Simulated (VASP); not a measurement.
# Al32H (a cell with a defect) in VASP: further runs

Al32H (a cell with a defect) is run at these levels: PBE+D3(BJ); tasks: single point.

All numbers are computed with VASP 6.6.1; they aren't measurements. Logs are shortened: lines on timing, memory, paths and dates and some standing lists are left out, and cuts for length are marked.

### Step 1. The cell of the first run

The cell holds a defect, 33 atoms: a = 8.100 Å, b = 8.100 Å, c = 8.100 Å, α = 90.00°, β = 90.00°, γ = 90.00°.

### Step 2. Single point, PBE+D3(BJ)

File INCAR:

```
SYSTEM = Al32H
ALGO     = Normal         ! electronic algorithm
EDIFF    = 1E-6           ! SCF threshold, eV
ENCUT    = 520            ! plane-wave cutoff, eV
GGA      = PE             ! functional
ISIF     = 2              ! what is computed and relaxed
ISMEAR   = 0              ! smearing method
IVDW     = 12             ! dispersion correction
LASPH    = .True.         ! aspherical terms in the spheres
LCHARG   = .False.        ! write CHGCAR
LREAL    = Auto         
LWAVE    = .False.        ! write WAVECAR
NBANDS   = 70             ! bands
NELM     = 100            ! most SCF steps
PREC     = Accurate       ! precision mode
SIGMA    = 0.15           ! smearing width, eV
```

File KPOINTS:

```
k-points
0
Gamma
  3 3 3
  0 0 0
```

File POSCAR:

```
Al32H
1.0
    8.1000000000      0.0000000000      0.0000000000
    0.0000000000      8.1000000000      0.0000000000
    0.0000000000      0.0000000000      8.1000000000
Al H
32 1
Direct
    0.5059818519     -0.0172551852      0.0040462963
    0.7521530864      0.2474892593     -0.0023366667
    0.7510983951     -0.0033455556      0.2485488889
    0.0014753086     -0.0032900000     -0.0013448148
    0.2354443210      0.2530549383      0.0032188889
    0.5000369136      0.4990682716     -0.0023977778
    0.7531018519      0.7448040741     -0.0017972840
    0.2510509877     -0.0014632099      0.2490328395
    0.5000498765      0.2474237037      0.2492640741
    0.7509043210      0.4983571605      0.2485550617
    0.5013801235     -0.0029454321      0.4991109877
    0.7530855556      0.2480453086      0.4949685185
    0.7510219753     -0.0013022222      0.7488803704
   -0.0025756790      0.5007576543     -0.0019372840
    0.2500386420      0.7488359259     -0.0012959259
   -0.0025879012      0.2478672840      0.2509151852
    0.2494492593      0.4980120988      0.2481844444
    0.5006113580      0.7448632099      0.2508944444
    0.0003825926     -0.0024167901      0.4979944444
    0.2500576543      0.2485167901      0.4990229630
    0.5006333333      0.5007233333      0.4950011111
    0.7520948148      0.7481918519      0.4983527160
    0.2478960494     -0.0050608642      0.7451174074
    0.5059292593      0.2538143210      0.7330269136
    0.7510966667      0.4983790123      0.7468364198
    0.0010869136      0.7480860494      0.2491159259
    0.0010903704      0.4988990123      0.4982562963
    0.2502082716      0.7474377778      0.4975918519
    0.0014911111      0.2484865432      0.7469151852
    0.2510470370      0.4988258025      0.7487530864
    0.5013891358      0.7489244444      0.7472182716
    0.0003832099      0.7478716049      0.7478104938
    0.4405729630      0.1870207407      0.9372640741
```

Potentials or basis: VASP PAW PBE potentials, release 64 (Al, H).

Started as:

```sh
$ cat potpaw_PBE.64/Al/POTCAR potpaw_PBE.64/H/POTCAR > POTCAR
$ mpirun -np 1 vasp_std > vasp.out
```

OUTCAR:

```text
SYSTEM = Al32H
   EDIFF = 1E-6
   ENCUT = 520
   GGA = PE
   ISIF = 2
   ISMEAR = 0
   IVDW = 12
   LASPH = .True.
   LREAL = Auto
   NELM = 100
   PREC = Accurate
 IVDW          = 12

 ion  position               nearest neighbor table
   1  0.506  0.983  0.004-  33 1.82  18 2.78   7 2.78   3 2.81  15 2.81  31 2.81   8 2.87  13 2.87
                             9 2.92   2 2.93  23 2.96   5 3.10  24 3.10
   2  0.752  0.247  0.998-  13 2.85  16 2.86  14 2.86  29 2.86   4 2.86  25 2.87   3 2.87  10 2.87
                             6 2.88   9 2.88  24 2.93   1 2.93
   3  0.751  0.997  0.249-   1 2.81  16 2.85  12 2.85  22 2.85  26 2.86  19 2.86   4 2.87  11 2.87
                             2 2.87   9 2.87   7 2.88  18 2.88
   4  0.001  0.997  0.999-   5 2.81  15 2.84  26 2.86  32 2.86   8 2.86  23 2.86   2 2.86  13 2.87
                             3 2.87   7 2.87  16 2.88  29 2.88
   5  0.235  0.253  0.003-  33 1.83  14 2.78  16 2.78  17 2.81  29 2.81   4 2.81  30 2.87   8 2.87
                             6 2.93   9 2.93  23 2.96  24 3.10   1 3.10
   6  0.500  0.499  0.998-  30 2.85   7 2.86  18 2.86  15 2.86  31 2.87  17 2.87  10 2.87  25 2.87
                             9 2.88   2 2.88  24 2.92   5 2.93
   7  0.753  0.745  0.998-   1 2.78  14 2.80  10 2.85  32 2.85  25 2.85   6 2.86  26 2.86   4 2.87
                             3 2.88  31 2.88  13 2.88  18 2.89
   8  0.251  0.999  0.249-   9 2.85  19 2.86  28 2.86   4 2.86  20 2.86  15 2.86  11 2.87  26 2.87
                             1 2.87   5 2.87  16 2.88  18 2.88
   9  0.500  0.247  0.249-   8 2.85  12 2.86  21 2.86  20 2.86  11 2.87  17 2.87  10 2.87   3 2.87
[... 32 lines left out ...]
                             2 2.87   6 2.87  12 2.88  21 2.88
  26  0.001  0.748  0.249-  28 2.85  22 2.85  27 2.85  19 2.85  14 2.85  17 2.85   3 2.86   7 2.86
                             4 2.86  15 2.86  10 2.86   8 2.87
  27  0.001  0.499  0.498-  28 2.85  22 2.85  26 2.85  16 2.85  17 2.85  32 2.86  25 2.86  12 2.86
                            29 2.86  20 2.86  10 2.86  30 2.87
  28  0.250  0.747  0.498-  23 2.84  18 2.85  21 2.85  26 2.85  27 2.85  17 2.86   8 2.86  30 2.86
                            19 2.86  32 2.86  11 2.87  31 2.87
  29  0.001  0.248  0.747-   5 2.81  20 2.84  27 2.86  19 2.86  30 2.86  23 2.86   2 2.86  13 2.87
                            25 2.87  12 2.87  14 2.88   4 2.88
  30  0.251  0.499  0.749-   6 2.85  32 2.86  28 2.86  29 2.86  15 2.86  20 2.86  31 2.87  27 2.87
                            24 2.87   5 2.87  14 2.88  21 2.88
  31  0.501  0.749  0.747-   1 2.81  11 2.84  13 2.86  23 2.86  22 2.86   6 2.87  25 2.87  21 2.87
                            30 2.87  28 2.87   7 2.88  15 2.88
  32  0.000  0.748  0.748-  23 2.83  14 2.85   7 2.85  22 2.85  27 2.86  25 2.86  19 2.86   4 2.86
                            30 2.86  28 2.86  13 2.86  15 2.87
  33  0.441  0.187  0.937-  24 1.82   1 1.82   5 1.83

  LATTYP: Found a simple cubic cell.
 ALAT       =     8.1000000000

  Lattice vectors:

 A1 = (   8.1000000000,   0.0000000000,   0.0000000000)
 A2 = (   0.0000000000,   8.1000000000,   0.0000000000)
 A3 = (   0.0000000000,   0.0000000000,   8.1000000000)

Analysis of symmetry for initial positions (statically):
=====================================================================
 Subroutine PRICEL returns:
 Original cell was already a primitive cell.

 Routine SETGRP: Setting up the symmetry group for a
 simple cubic supercell.

 Subroutine GETGRP returns: Found  1 space group operations
 (whereof  1 operations were pure point group operations)
 out of a pool of 48 trial point group operations.

The static configuration has the point symmetry C_1 .

Analysis of symmetry for dynamics (positions and initial velocities):
=====================================================================
 Subroutine PRICEL returns:
 Original cell was already a primitive cell.

 Routine SETGRP: Setting up the symmetry group for a
 simple cubic supercell.

 Subroutine GETGRP returns: Found  1 space group operations
 (whereof  1 operations were pure point group operations)
 out of a pool of 48 trial point group operations.

The dynamic configuration has the point symmetry C_1 .

 Subroutine INISYM returns: Found  1 space group operations
 (whereof  1 operations are pure point group operations),
 and found     1 'primitive' translations

----------------------------------------------------------------------------------------

                                     Primitive cell

  volume of cell :     531.4410

  direct lattice vectors                    reciprocal lattice vectors
     8.100000000  0.000000000  0.000000000     0.123456790  0.000000000  0.000000000
[... 91 lines left out ...]

  Length of vectors
     0.041152263  0.041152263  0.041152263

  Shift w.r.t. Gamma in fractional coordinates (k-lattice)
     0.000000000  0.000000000  0.000000000

 Subroutine IBZKPT returns following result:
 ===========================================

 Found     14 irreducible k-points:

 Following reciprocal coordinates:
            Coordinates               Weight
  0.000000  0.000000  0.000000      1.000000
  0.333333  0.000000  0.000000      2.000000
  0.000000  0.333333  0.000000      2.000000
  0.000000  0.000000  0.333333      2.000000
  0.333333  0.333333  0.000000      2.000000
  0.000000  0.333333  0.333333      2.000000
  0.333333  0.000000  0.333333      2.000000
 -0.333333  0.333333  0.000000      2.000000
 -0.333333  0.000000  0.333333      2.000000
  0.000000 -0.333333  0.333333      2.000000
  0.333333  0.333333  0.333333      2.000000
 -0.333333  0.333333  0.333333      2.000000
 -0.333333 -0.333333  0.333333      2.000000
  0.333333 -0.333333  0.333333      2.000000
   k-points           NKPTS =     14   k-points in BZ     NKDIM =     14   number of bands    NBANDS=     70
   number of dos      NEDOS =    301   number of ions     NIONS =     33
   total plane-waves  NPLWV = 216000
   dimension x,y,z NGX =    60 NGY =   60 NGZ =   60
   dimension x,y,z NGXF=   120 NGYF=  120 NGZF=  120
   ions per type =              32   1
   NGX,Y,Z   is equivalent  to a cutoff of  12.31, 12.31, 12.31 a.u.
   NGXF,Y,Z  is equivalent  to a cutoff of  24.63, 24.63, 24.63 a.u.
 SYSTEM =  Al32H
   PREC   = accura    normal or accurate (medium, high low for compatibility)
   ISTART =      0    job   : 0-new  1-cont  2-samecut
   ICHARG =      2    charge: 1-file 2-atom 10-const
   ISPIN  =      1    spin polarized calculation?
   LNONCOLLINEAR =      F non collinear calculations
   LSORBIT =      F    spin-orbit coupling
   LASPH  =      T    aspherical Exc in radial PAW
   ENCUT  =  520.0 eV  38.22 Ry    6.18 a.u.  15.06 15.06 15.06*2*pi/ulx,y,z
   NELM   =    100;   NELMIN=  2; NELMDL= -5     # of ELM steps
   EDIFF  = 0.1E-05   stopping-criterion for ELM
   LREAL  =      T    real-space projection
   EDIFFG = 0.1E-04   stopping-criterion for IOM
   NSW    =      0    number of steps for IOM
   IBRION =     -1    ionic relax: 0-MD 1-quasi-New 2-CG
   NFREE  =      0    steps in history (QN), initial steepest desc. (CG)
   ISIF   =      2    stress and relaxation
   ISYM   =      2    0-nonsym 1-usesym 2-fastsym
   POTIM  = 0.5000    time-step for ionic-motion
   TEBEG  =    0.0;   TEEND  =   0.0 temperature during run
   PSTRESS=    0.0 pullay stress
   NELECT =      97.0000    total number of electrons
   NUPDOWN=      -1.0000    fix difference up-down
   EMIN   =  10.00;   EMAX   =-10.00  energy-range for DOS
   EFERMI =   0.00;   METHOD = LEGACY
   ISMEAR =     0;   SIGMA  =   0.15  broadening in eV -4-tet -1-fermi 0-gaus
   EFERMI_NEDOS =   21; number of points for ismear=-14 and -15
   IALGO  =     38    algorithm
   IMIX   =      4    mixing-type and parameters
     AMIX     =   0.40;   BMIX     =  1.00
     AMIX_MAG =   1.60;   BMIX_MAG =  1.00
  volume/ion in A,a.u.               =      16.10       108.68
  Fermi-wavevector in a.u.,A,eV,Ry     =   0.928639  1.754874 11.733269  0.862371
  Thomas-Fermi vector in A             =   2.054837
   LORBIT       =      0    0 simple, 1 ext, 2 COOP (PROOUT), +10 PAW based schemes
   GGA     = PE    functional components
   LHFCALC =     F    Hartree Fock is set to
   AEXX    =    0.0000 exact exchange contribution
   IVDW    =    12    specifies the selected vdW correction
   LEPSILON=     F    determine dielectric tensor
   LRPA    =     F    only Hartree local field effects (RPA)
 non-spin polarized calculation
 Gauss-broadening in eV      SIGMA  =   0.15
  energy-cutoff  :      520.00
  volume of cell :      531.44
 maximum number of plane-waves:     14358
   NGX = 31   NGY = 31   NGZ = 31

 number of electron      97.0000000 magnetization

 Free energy of the ion-electron system (eV)
  ---------------------------------------------------
  ext. energy  EPLUGINS =         0.00000000
  ---------------------------------------------------
  free energy    TOTEN  =      -123.21389956 eV

  energy without entropy =     -123.12246292  energy(sigma->0) =     -123.16818124

 E-fermi :   7.8453     XC(G=0): -10.1940

 val. band max:        7.7610247159   @ k =   0.0000   0.0000   0.0000
 cond. band min:       7.8711785177   @ k =   0.3333   0.0000   0.0000
 fundamental gap:      0.1101538018
 Fermi energy:         7.8453443969

 k-point     1 :       0.0000    0.0000    0.0000
  band No.  band energies     occupation
      1      -3.2584      2.00000
      2      -1.5369      2.00000
      3      -0.9516      2.00000
      4      -0.9481      2.00000
      5      -0.9047      2.00000
      6      -0.9045      2.00000
[... 871 lines left out ...]
     59       9.7466      0.00000
     60       9.7574      0.00000
 [bands above 60 left out]

------------------------ aborting loop because EDIFF is reached ----------------------------------------

 Edisp (eV)  -10.83482

 E8    (eV) :    -4.8247

  FORCE on cell =-STRESS in cart. coord.  units (eV):
  Direction    XX          YY          ZZ          XY          YZ          ZX
  --------------------------------------------------------------------------------------
  -------------------------------------------------------------------------------------
  Total      -9.90176    -9.84638    -9.85070    -0.47668    -0.53820    -0.47746
  in kB     -29.85161   -29.68467   -29.69768    -1.43709    -1.62255    -1.43943
  external pressure =      -29.74 kB  Pullay stress =        0.00 kB

 VOLUME and BASIS-vectors are now :
 -----------------------------------------------------------------------------
  energy-cutoff  :      520.00
  volume of cell :      531.44
      direct lattice vectors                 reciprocal lattice vectors
     8.100000000  0.000000000  0.000000000     0.123456790  0.000000000  0.000000000
     0.000000000  8.100000000  0.000000000     0.000000000  0.123456790  0.000000000
     0.000000000  0.000000000  8.100000000     0.000000000  0.000000000  0.123456790

 POSITION                                       TOTAL-FORCE (eV/Angst)
 -----------------------------------------------------------------------------------
      4.09845      7.96023      0.03278        -0.001247      0.005492     -0.003429
      6.09244      2.00466      8.08107        -0.000970     -0.000589     -0.000774
      6.08390      8.07290      2.01325        -0.004886     -0.003835     -0.004835
      0.01195      8.07335      8.08911         0.006566      0.012274      0.001188
      1.90710      2.04975      0.02607         0.004084      0.005205      0.005370
      4.05030      4.04245      8.08058         0.003520      0.006048     -0.003429
[... 25 lines left out ...]
      0.00310      6.05776      6.05726        -0.002504     -0.007114     -0.010084
      3.56864      1.51487      7.59184        -0.013101      0.005595      0.007174
 -----------------------------------------------------------------------------------
    total drift:                                0.025545     -0.059939     -0.059610

  FREE ENERGIE OF THE ION-ELECTRON SYSTEM (eV)
  ---------------------------------------------------
  free  energy   TOTEN  =      -134.0487191286 eV

  energy  without entropy=     -133.9572824853  energy(sigma->0) =     -134.00300081
```

It took 15 min on 1 thread of Oxide Virtual Turin-like, shared host; peak memory 0.61 GiB.

What came out:

```
Free energy                : -134.0487 eV
Pressure                   : -3.0 GPa
Largest force              : 0.016 eV/Å
Band gap on the k mesh     : zero (an odd number of electrons rules out a gap without spin polarisation)
Dispersion energy per atom : -0.328 eV
```

Forces in eV/Å, atoms in the order of the input:
```
Al  -0.001  0.005 -0.003
Al  -0.001 -0.001 -0.001
Al  -0.005 -0.004 -0.005
Al   0.007  0.012  0.001
Al   0.004  0.005  0.005
Al   0.004  0.006 -0.003
Al  -0.004  0.006  0.002
Al   0.007  0.000 -0.004
Al   0.003 -0.005  0.005
Al   0.005 -0.001 -0.002
Al  -0.001  0.002  0.001
Al  -0.004  0.001  0.008
Al   0.013 -0.001 -0.003
Al   0.005 -0.010 -0.001
Al  -0.004 -0.001 -0.003
Al   0.006  0.000 -0.010
Al  -0.007 -0.003 -0.004
Al   0.000  0.004 -0.002
Al  -0.003 -0.006 -0.004
Al  -0.005 -0.003  0.000
Al  -0.002 -0.003  0.006
Al  -0.004  0.002  0.002
Al  -0.001  0.002  0.003
Al   0.002 -0.001  0.001
Al  -0.005 -0.005 -0.004
Al   0.000  0.001  0.000
Al   0.001  0.000  0.004
Al  -0.003  0.003  0.004
Al   0.005  0.000  0.010
Al   0.007 -0.003 -0.002
Al  -0.002  0.001  0.002
Al  -0.003 -0.007 -0.010
H   -0.013  0.006  0.007
```

### Step 3. Single point, PBE+D3(BJ)

File INCAR:

```
SYSTEM = Al32H
ALGO = Normal
EDIFF = 1E-7
ENCUT = 520
GGA = PE
ISIF = 2
ISMEAR = 0
IVDW = 12
LASPH = .TRUE.
LCHARG = .FALSE.
LREAL = Auto
LWAVE = .FALSE.
NBANDS = 70
NELM = 80
PREC = Accurate
SIGMA = 0.15
```

File KPOINTS:

```
k-points
0
G
  3 3 3
  0 0 0
```

File POSCAR:

```
Al32H
1.0
    8.1000000000      0.0000000000      0.0000000000
    0.0000000000      8.1000000000      0.0000000000
    0.0000000000      0.0000000000      8.1000000000
Al H
32 1
Direct
    0.5093072840     -0.0156207407      0.0083081481
    0.7503614815      0.2477603704     -0.0020804938
    0.7520560494     -0.0029769136      0.2505753086
    0.0015495062     -0.0017645679     -0.0010723457
    0.2349874074      0.2578108642      0.0079949383
    0.4990925926      0.4984619753     -0.0021053086
    0.7527479012      0.7451140741     -0.0011156790
    0.2506837037     -0.0006064198      0.2495958025
    0.4990962963      0.2477083951      0.2486102469
    0.7500158025      0.4987403704      0.2488846914
    0.5005374074     -0.0016224691      0.5002687654
    0.7527074074      0.2487104938      0.4953025926
    0.7506720988     -0.0006176543      0.7495239506
   -0.0035898765      0.5018367901     -0.0009998765
    0.2502791358      0.7501843210     -0.0010440741
   -0.0035627160      0.2488209877      0.2519556790
    0.2485420988      0.5003333333      0.2504925926
    0.5002117284      0.7451661728      0.2516414815
   -0.0002449383     -0.0017190123      0.4984161728
    0.2503030864      0.2487695062      0.5003560494
    0.5002203704      0.5014790123      0.4953276543
    0.7511416049      0.7487990123      0.4989537037
    0.2471946914     -0.0045818519      0.7456025926
    0.5093682716      0.2581696296      0.7344574074
    0.7520358025      0.5004101235      0.7471883951
    0.0005023457      0.7489081481      0.2493339506
    0.0005181481      0.4991681481      0.4990690123
    0.2498774074      0.7479998765      0.4981601235
    0.0015628395      0.2487561728      0.7484088889
    0.2506956790      0.4994454321      0.7495700000
    0.5005369136      0.7501041975      0.7485398765
   -0.0002354321      0.7482777778      0.7484620988
    0.4068867901      0.1556888889      0.9059948148
```

Potentials or basis: VASP PAW PBE potentials, release 64 (Al, H).

Started as:

```sh
$ cat potpaw_PBE.64/Al/POTCAR potpaw_PBE.64/H/POTCAR > POTCAR
$ mpirun -np 1 vasp_std > vasp.out
```

Run time: 24 min. Hardware: 1 thread of Oxide Virtual Turin-like, shared host; peak memory 0.62 GiB.

It converged, with:

| Quantity | Value |
| --- | --- |
| Free energy | -134.1245 eV |
| Pressure | -2.9 GPa |
| Largest force | 0.297 eV/Å |
| Band gap on the k mesh | zero (an odd number of electrons rules out a gap without spin polarisation) |
| Dispersion energy per atom | -0.328 eV |

Forces in eV/Å, atoms in the order of the input:
```
Al   0.028  0.001  0.022
Al  -0.008 -0.001 -0.001
Al   0.012 -0.001  0.014
Al   0.010  0.012  0.002
Al   0.009  0.031  0.029
Al  -0.001 -0.001 -0.002
Al   0.006  0.006  0.006
Al   0.010  0.001  0.001
Al   0.000 -0.001 -0.001
Al   0.004 -0.002 -0.001
Al  -0.001  0.006  0.011
Al   0.011  0.007  0.003
Al   0.011  0.001  0.002
Al   0.005  0.002  0.002
Al   0.005  0.011 -0.003
Al   0.003  0.003  0.004
Al  -0.007  0.015  0.015
Al   0.004  0.004  0.010
Al  -0.001  0.003  0.000
Al   0.003 -0.002  0.011
Al   0.003  0.010  0.002
Al  -0.002  0.003  0.005
Al   0.003  0.006  0.005
Al   0.023  0.019  0.009
Al   0.014  0.015 -0.002
Al   0.005  0.000  0.002
Al   0.005  0.000  0.001
Al   0.001  0.007  0.007
Al   0.010  0.002  0.013
Al   0.010 -0.001  0.002
Al  -0.001  0.010  0.006
Al  -0.001  0.000  0.001
H   -0.173 -0.167 -0.175
```

Stress tensor (GPa, compression positive):
```
-2.93 -0.18 -0.18
-0.18 -2.92 -0.18
-0.18 -0.18 -2.93
```

Levels at points of the mesh, in eV from the Fermi level:
```
           k point  band 45  band 46  band 47  band 48  band 49  band 50  band 51  band 52
(0.00, 0.00, 0.00)    -0.69     0.19     0.21     0.21     0.25     0.30     0.30     0.78
```

The gap in the log of VASP goes by the Fermi energy; the results here count the filled bands.